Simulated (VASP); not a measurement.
# AlRu (P4/mmm) in VASP: notebook, part 2 of 2

VASP 6.6.1.

**4. Single point, PBE (strain -0.015 along x and y, +0.015 along z)**

Contents of INCAR:

```
PREC     = Accurate       # precision mode
ENCUT    = 520            # plane-wave cutoff, eV
EDIFF    = 1E-6           # SCF threshold, eV
ISMEAR   = 0              # smearing method
SIGMA    = 0.15           # smearing width, eV
LREAL    = False          # projectors in reciprocal space
LASPH    = True           # aspherical terms in the spheres
NELM     = 60             # most SCF steps
ALGO     = Fast           # electronic algorithm
ISIF     = 2              # what is computed and relaxed
LWAVE    = False          # write WAVECAR
LCHARG   = True           # write CHGCAR
GGA      = PE             # functional
LELF     = True           # ELF
LVHAR    = True         
NBANDS   = 16             # bands
```

Contents of KPOINTS:

```
regular mesh
0
Gamma
  16 16 16
```

Contents of POSCAR:

```
AlRu
1.0
    2.9467260000      0.0000000000      0.0000000000
    0.0000000000      2.9467260000      0.0000000000
    0.0000000000      0.0000000000      3.0364740000
Al Ru
1 1
Direct
    0.0000000000      0.0000000000      0.0000000000
    0.5000000000      0.5000000000      0.5000000000
```

Potentials or basis: VASP PAW PBE potentials, release 64 (Al, Ru_pv).

Launch:

```console
$ cat potpaw_PBE.64/Al/POTCAR potpaw_PBE.64/Ru_pv/POTCAR > POTCAR
$ mpirun -np 1 vasp_std > vasp.out
```

OUTCAR:

```text
PREC = Accurate
   ENCUT = 520
   EDIFF = 1E-6
   ISMEAR = 0
   LREAL = False
   LASPH = True
   NELM = 60
   ISIF = 2
   GGA = PE

 ion  position               nearest neighbor table
   1  0.000  0.000  0.000-   2 2.58   2 2.58   2 2.58   2 2.58   2 2.58   2 2.58   2 2.58   2 2.58

   2  0.500  0.500  0.500-   1 2.58   1 2.58   1 2.58   1 2.58   1 2.58   1 2.58   1 2.58   1 2.58

  LATTYP: Found a simple tetragonal cell.
 ALAT       =     2.9467260000
 C/A-ratio  =     1.0304568528

  Lattice vectors:

 A1 = (   2.9467260000,   0.0000000000,   0.0000000000)
 A2 = (   0.0000000000,   2.9467260000,   0.0000000000)
 A3 = (   0.0000000000,   0.0000000000,   3.0364740000)

Analysis of symmetry for initial positions (statically):
=====================================================================
 Subroutine PRICEL returns:
 Original cell was already a primitive cell.

 Routine SETGRP: Setting up the symmetry group for a
 simple tetragonal supercell.

 Subroutine GETGRP returns: Found 16 space group operations
 (whereof 16 operations were pure point group operations)
 out of a pool of 16 trial point group operations.

The static configuration has the point symmetry D_4h.

Analysis of symmetry for dynamics (positions and initial velocities):
=====================================================================
 Subroutine PRICEL returns:
 Original cell was already a primitive cell.

 Routine SETGRP: Setting up the symmetry group for a
 simple tetragonal supercell.

 Subroutine GETGRP returns: Found 16 space group operations
 (whereof 16 operations were pure point group operations)
 out of a pool of 16 trial point group operations.

The dynamic configuration has the point symmetry D_4h.

 Subroutine INISYM returns: Found 16 space group operations
 (whereof 16 operations are pure point group operations),
 and found     1 'primitive' translations

----------------------------------------------------------------------------------------

                                     Primitive cell

  volume of cell :      26.3663

  direct lattice vectors                    reciprocal lattice vectors
     2.946726000  0.000000000  0.000000000     0.339359683  0.000000000  0.000000000
     0.000000000  2.946726000  0.000000000     0.000000000  0.339359683  0.000000000
     0.000000000  0.000000000  3.036474000     0.000000000  0.000000000  0.329329347

  length of vectors
     2.946726000  2.946726000  3.036474000     0.339359683  0.339359683  0.329329347

  position of ions in fractional coordinates (direct lattice)
     0.000000000  0.000000000  0.000000000
     0.500000000  0.500000000  0.500000000

  ion indices of the primitive-cell ions
   primitive index   ion index
                 1           1
                 2           2

----------------------------------------------------------------------------------------

 KPOINTS: regular mesh

Automatic generation of k-mesh.
 Grid dimensions read from file:
 generate k-points for:   16   16   16

 Generating k-lattice:

  Cartesian coordinates                     Fractional coordinates (reciprocal lattice)
     0.021209980  0.000000000  0.000000000     0.062500000  0.000000000  0.000000000
     0.000000000  0.021209980  0.000000000     0.000000000  0.062500000  0.000000000
     0.000000000  0.000000000  0.020583084     0.000000000  0.000000000  0.062500000

  Length of vectors
     0.021209980  0.021209980  0.020583084

  Shift w.r.t. Gamma in fractional coordinates (k-lattice)
     0.000000000  0.000000000  0.000000000

 Subroutine IBZKPT returns following result:
 ===========================================

 Found    405 irreducible k-points:

 Following reciprocal coordinates:
            Coordinates               Weight
  0.000000  0.000000  0.000000      1.000000
  0.062500  0.000000  0.000000      4.000000
  0.125000  0.000000  0.000000      4.000000
  0.187500  0.000000  0.000000      4.000000
  0.250000  0.000000  0.000000      4.000000
  0.312500  0.000000  0.000000      4.000000
[... 16 lines left out ...]
  0.437500  0.125000  0.000000      8.000000
  0.500000  0.125000  0.000000      4.000000
 [... further k-points ...]
   k-points           NKPTS =    405   k-points in BZ     NKDIM =    405   number of bands    NBANDS=     16
   number of dos      NEDOS =    301   number of ions     NIONS =      2
   total plane-waves  NPLWV =  13824
   dimension x,y,z NGX =    24 NGY =   24 NGZ =   24
   dimension x,y,z NGXF=    48 NGYF=   48 NGZF=   48
   ions per type =               1   1
   NGX,Y,Z   is equivalent  to a cutoff of  13.54, 13.54, 13.14 a.u.
   NGXF,Y,Z  is equivalent  to a cutoff of  27.08, 27.08, 26.28 a.u.
 SYSTEM =  unknown system
   PREC   = accura    normal or accurate (medium, high low for compatibility)
   ISTART =      0    job   : 0-new  1-cont  2-samecut
   ICHARG =      2    charge: 1-file 2-atom 10-const
   ISPIN  =      1    spin polarized calculation?
   LNONCOLLINEAR =      F non collinear calculations
   LSORBIT =      F    spin-orbit coupling
   LASPH  =      T    aspherical Exc in radial PAW
   ENCUT  =  520.0 eV  38.22 Ry    6.18 a.u.   5.48  5.48  5.65*2*pi/ulx,y,z
   NELM   =     60;   NELMIN=  2; NELMDL= -5     # of ELM steps
   EDIFF  = 0.1E-05   stopping-criterion for ELM
   LREAL  =      F    real-space projection
   EDIFFG = 0.1E-04   stopping-criterion for IOM
   NSW    =      0    number of steps for IOM
   IBRION =     -1    ionic relax: 0-MD 1-quasi-New 2-CG
   NFREE  =      0    steps in history (QN), initial steepest desc. (CG)
   ISIF   =      2    stress and relaxation
   ISYM   =      2    0-nonsym 1-usesym 2-fastsym
   POTIM  = 0.5000    time-step for ionic-motion
   TEBEG  =    0.0;   TEEND  =   0.0 temperature during run
   PSTRESS=    0.0 pullay stress
   NELECT =      17.0000    total number of electrons
   NUPDOWN=      -1.0000    fix difference up-down
   EMIN   =  10.00;   EMAX   =-10.00  energy-range for DOS
   EFERMI =   0.00;   METHOD = LEGACY
   ISMEAR =     0;   SIGMA  =   0.15  broadening in eV -4-tet -1-fermi 0-gaus
   EFERMI_NEDOS =   21; number of points for ismear=-14 and -15
   IALGO  =     68    algorithm
   IMIX   =      4    mixing-type and parameters
     AMIX     =   0.40;   BMIX     =  1.00
     AMIX_MAG =   1.60;   BMIX_MAG =  1.00
  volume/ion in A,a.u.               =      13.18        88.96
  Fermi-wavevector in a.u.,A,eV,Ry     =   1.414300  2.672639 27.214967  2.000244
  Thomas-Fermi vector in A             =   2.535856
   LORBIT       =      0    0 simple, 1 ext, 2 COOP (PROOUT), +10 PAW based schemes
   GGA     = PE    functional components
   LHFCALC =     F    Hartree Fock is set to
   AEXX    =    0.0000 exact exchange contribution
   IVDW    =     0    specifies the selected vdW correction
   LEPSILON=     F    determine dielectric tensor
   LRPA    =     F    only Hartree local field effects (RPA)
 non-spin polarized calculation
 RMM-DIIS sequential band-by-band and
 Gauss-broadening in eV      SIGMA  =   0.15
  energy-cutoff  :      520.00
  volume of cell :       26.37
 maximum number of plane-waves:       739
 NGX is ok and might be reduce to    24
   NGX = 11   NGY = 11   NGZ = 11

 number of electron      17.0000000 magnetization

 Free energy of the ion-electron system (eV)
  ---------------------------------------------------
  ext. energy  EPLUGINS =         0.00000000
  ---------------------------------------------------
  free energy    TOTEN  =       -14.24470869 eV

  energy without entropy =      -14.22621031  energy(sigma->0) =      -14.23545950

 E-fermi :  10.9561     XC(G=0): -12.6446

 val. band max:       10.9502861324   @ k =   0.5000   0.4375   0.1250
 cond. band min:      10.9581751389   @ k =   0.4375   0.1875   0.2500
 fundamental gap:      0.0078890066
 Fermi energy:        10.9561489366

 k-point     1 :       0.0000    0.0000    0.0000
  band No.  band energies     occupation
      1     -30.8564      2.00000
      2     -30.8198      2.00000
      3     -30.8198      2.00000
      4       1.1692      2.00000
      5       7.2748      2.00000
      6       7.2916      2.00000
[... 8 lines left out ...]
     15      23.0616      0.00000
     16      26.3717      0.00000
[... 419 lines left out ...]
 k-point    24 :       0.5000    0.1250    0.0000
  band No.  band energies     occupation
      1     -31.0588      2.00000
      2     -30.8335      2.00000
      3     -30.8315      2.00000
      4       5.3761      2.00000
      5       5.4578      2.00000
      6       8.3299      2.00000
[... 8 lines left out ...]
     15      23.0628      0.00000
     16      23.2011      0.00000

 [... further k-points ...]
[... 5 lines left out ...]
  --------------------------------------------------------------------------------------
  -------------------------------------------------------------------------------------
  Total        1.2927734      1.2927734      0.4226867      0.0000000      0.0000000      0.0000000
  in kB       78.5568232     78.5568232     25.6850333      0.0000000      0.0000000      0.0000000
  external PRESSURE =      60.9328933 kB  Pullay stress =       0.0000000 kB

 VOLUME and BASIS-vectors are now :
 -----------------------------------------------------------------------------
  energy-cutoff  :      520.00
  volume of cell :       26.37
      direct lattice vectors                 reciprocal lattice vectors
     2.946726000  0.000000000  0.000000000     0.339359683  0.000000000  0.000000000
     0.000000000  2.946726000  0.000000000     0.000000000  0.339359683  0.000000000
     0.000000000  0.000000000  3.036474000     0.000000000  0.000000000  0.329329347

 POSITION                                       TOTAL-FORCE (eV/Angst)
 -----------------------------------------------------------------------------------
      0.00000      0.00000      0.00000         0.000000      0.000000      0.000000
      1.47336      1.47336      1.51824         0.000000      0.000000      0.000000
 -----------------------------------------------------------------------------------
    total drift:                                0.000000     -0.000000     -0.000000

  FREE ENERGIE OF THE ION-ELECTRON SYSTEM (eV)
  ---------------------------------------------------
  free  energy   TOTEN  =       -14.2447086903 eV

  energy  without entropy=      -14.2262103102  energy(sigma->0) =      -14.23545950
```

It took 65 s on 1 thread of Intel Xeon Platinum 8488C (Sapphire Rapids), shared host; peak memory 0.28 GiB.

Results:

| Property | Result |
| --- | --- |
| Free energy | -14.2447 eV |
| Pressure | 6.1 GPa |

Caveat: the cell differs from its parent crystal (strain -0.015 along x and y, +0.015 along z).

**5. Single point, PBE (strain -0.015 along x and y, +0.030 along z)**

Contents of INCAR:

```
SYSTEM = AlRu
PREC     = Accurate       ! precision mode
ENCUT    = 520            ! plane-wave cutoff, eV
EDIFF    = 1E-6           ! SCF threshold, eV
ISMEAR   = 0              ! smearing method
SIGMA    = 0.15           ! smearing width, eV
LREAL    = .False.        ! projectors in reciprocal space
LASPH    = .True.         ! aspherical terms in the spheres
NELM     = 60             ! most SCF steps
ALGO     = Fast           ! electronic algorithm
ISIF     = 2              ! what is computed and relaxed
LWAVE    = .False.        ! write WAVECAR
LCHARG   = .False.        ! write CHGCAR
GGA      = PE             ! functional
NBANDS   = 16             ! bands
```

Contents of KPOINTS:

```
Automatic mesh
0
Gamma
  16 16 16
  0 0 0
```

POSCAR, as its differences from that of step 4:

```diff
@@ -4,3 +4,3 @@
     0.0000000000      2.9467260000      0.0000000000
-    0.0000000000      0.0000000000      3.0364740000
+    0.0000000000      0.0000000000      3.0813480000
 Al Ru
```

Launch:

```console
$ cat potpaw_PBE.64/Al/POTCAR potpaw_PBE.64/Ru_pv/POTCAR > POTCAR
$ mpirun -np 1 vasp_std > vasp.out
```

Wall time 59 s (1 thread of Intel Xeon Platinum 8488C (Sapphire Rapids), shared host); peak memory 0.27 GiB.

The run converged. Its results:

- Free energy: -14.2455 eV
- Pressure: 2.9 GPa

Stress tensor (GPa, compression positive):
```
 5.40  0.00  0.00
 0.00  5.40  0.00
 0.00  0.00 -2.04
```

Levels at points of the mesh, in eV from the Fermi level:
```
           k point  band 7  band 8  band 9  band 10  band 11  band 12
(0.00, 0.00, 0.00)    0.08    0.08    0.35     5.17     6.52     6.52
(0.50, 0.00, 0.00)   -1.98   -1.46    0.36     2.53     7.38    10.26
(0.50, 0.50, 0.00)   -1.45   -1.23   -1.23     1.71     5.70     6.39
(0.00, 0.00, 0.50)   -1.44   -1.44    0.54     1.76     7.47    11.40
(0.50, 0.00, 0.50)   -1.32   -1.12   -0.98     1.39     5.14     6.10
(0.50, 0.50, 0.50)    1.44    1.78    2.56     3.93     4.21     4.21
```

Caveat: the cell differs from its parent crystal (strain -0.015 along x and y, +0.030 along z).

**6. Summary**

```csv
cell,further INCAR settings,gap on the mesh (eV),pressure (GPa)
"a = 2.947, b = 2.947, c = 2.992 Å, 2 atoms",ALGO = Fast; EDIFF = 1e-07; NBANDS = 16,none,9.6
"a = 2.992, b = 2.992, c = 2.947 Å, 2 atoms",ALGO = Fast; EDIFF = 1e-07; NBANDS = 16,none,6.0
"a = 2.947, b = 2.947, c = 3.036 Å, 2 atoms",ALGO = Fast; EDIFF = 1e-06; NBANDS = 16,none,6.1
"a = 2.947, b = 2.947, c = 3.081 Å, 2 atoms",ALGO = Fast; EDIFF = 1e-06; NBANDS = 16,none,2.9
```

Alike in all rows: task single point; level PBE; potentials or basis VASP PAW PBE potentials, release 64 (Al, Ru_pv); no spin polarisation; k mesh 16 × 16 × 16; cutoff (eV) 520; smearing gaussian 0.15 eV.

Total energies depend on the potentials used, so only differences within one code and one set of settings carry meaning.
